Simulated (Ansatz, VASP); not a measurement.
# Two plane-wave programs on AlPt

File POSCAR:

```
AlPt
1.0
    3.0915460000      0.1159329750      0.0000000000
    0.1159329750      3.0915460000      0.0000000000
    0.0000000000      0.0000000000      3.0915460000
Al Pt
1 1
Direct
    0.0000000000      0.0000000000      0.0000000000
    0.5000000000      0.5000000000      0.5000000000
```

File INCAR.step1:

```
SYSTEM = AlPt
ALGO = Normal
EDIFF = 1E-4
ENCUT = 520
GGA = PE
ISMEAR = 0
LASPH = .TRUE.
LCHARG = .FALSE.
LREAL = .FALSE.
LWAVE = .TRUE.
NBANDS = 14
NELM = 60
PREC = Accurate
SIGMA = 0.15
```

The input INCAR.step2:

```
SYSTEM = AlPt
ALGO = Normal
EDIFF = 1E-6
ENCUT = 520
ISIF = 2
ISMEAR = 0
ISTART = 1
LASPH = .TRUE.
LCHARG = .TRUE.
LELF = .TRUE.
LMIXTAU = .TRUE.
LREAL = .FALSE.
LVHAR = .TRUE.
LWAVE = .FALSE.
METAGGA = R2SCAN
NBANDS = 14
NELM = 60
PREC = Accurate
SIGMA = 0.15
```

KPOINTS

```
k-points
0
G
  16 16 16
  0 0 0
```

Input for Ansatz:

```yaml
crystal:
  lattice:
    - [3.091546, 0.115932975, 0.0]
    - [0.115932975, 3.091546, 0.0]
    - [0.0, 0.0, 3.091546]
  atoms:
    - { symbol: Al, position: [0.0, 0.0, 0.0] }
    - { symbol: Pt, position: [0.5, 0.5, 0.5] }
basis:
  ecutwfc: 500
kpoints:
  mp_grid: { grid: [16, 16, 16] }
hamiltonian:
  xc: r2scan
scf:
  occupations: { method: gaussian, width: 0.15 }
output:
  forces: true
  stress: true
  eigenvalues: true
```

Change from the starting cell: strain +0.0750 x Voigt [0, 0, 0, 0, 0, 1], atoms carried along.

Alike in both runs: task single point; functional r2SCAN; k mesh 16 × 16 × 16; occupations gaussian, width 0.15 eV; no spin polarisation.

|  | VASP | Ansatz |
| --- | --- | --- |
| version | VASP 6.6.1 | Ansatz 0.2.0 |
| potentials or method | VASP PAW PBE potentials, release 64 (Al, Pt), cutoff 520 eV | scalar-relativistic, plane waves, PAW |
| valence electrons in the cell | 13 | 21 |

```tsv
	VASP	Ansatz	Ansatz less VASP
gap on the k mesh at the Fermi level (eV)	none	none	-
pressure (GPa)	-3.8	-3.6	+0.19
traceless stress, the component that is largest in VASP (GPa)	-6.13	-6.08	+0.051
```

VASP's potentials were made for PBE, not for r2SCAN. A gap of «none» marks a metal or a gap that the smearing closes. With one functional, cell and mesh, what is left measures potentials, basis and numerics. VASP's potentials hold 13 valence electrons a cell and Ansatz's 21, so a difference there can come from the potentials and not from the codes.

Neither program's run includes spin-orbit coupling.
